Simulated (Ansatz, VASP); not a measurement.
Two plane-wave programs on TeW

```xyz
2
Lattice="3.3928 0.0000 0.0000 0.0000 3.3928 0.0000 0.0000 0.0000 4.4470" Properties=species:S:1:pos:R:3 pbc="T T T"
Te    1.6964    1.6964    2.2235
W     0.0000    0.0000    0.0000
```

Alike in both runs: task relaxation of cell and atoms; functional PBE; k mesh 6 × 6 × 4; occupations gaussian, width 0.1 eV; no spin polarisation.

|  | VASP | Ansatz |
| --- | --- | --- |
| version | VASP 6.6.1 | Ansatz 0.2.0 |
| potentials or method | VASP PAW PBE potentials, release 64 (Te, W_sv), cutoff 500 eV | scalar-relativistic, plane waves, PAW |
| valence electrons in the cell | 20 | 30 |

```csv
,VASP,Ansatz,Ansatz less VASP
"gap on the k mesh at the Fermi level, each at its own relaxed structure (eV)",none,none,-
relaxed volume (Å³/atom),18.57,18.56,-0.005
relaxed cell length with the largest relative difference (Å),3.301,3.300,-0.0007
```

A gap of «none» marks a metal or a gap that the smearing closes. VASP's potentials hold 20 valence electrons a cell and Ansatz's 30, so a difference there can come from the potentials and not from the codes.

Neither program's run includes spin-orbit coupling. Noted on VASP's run: the volume moved by over 15 % at a fixed basis, so the end points are rough.
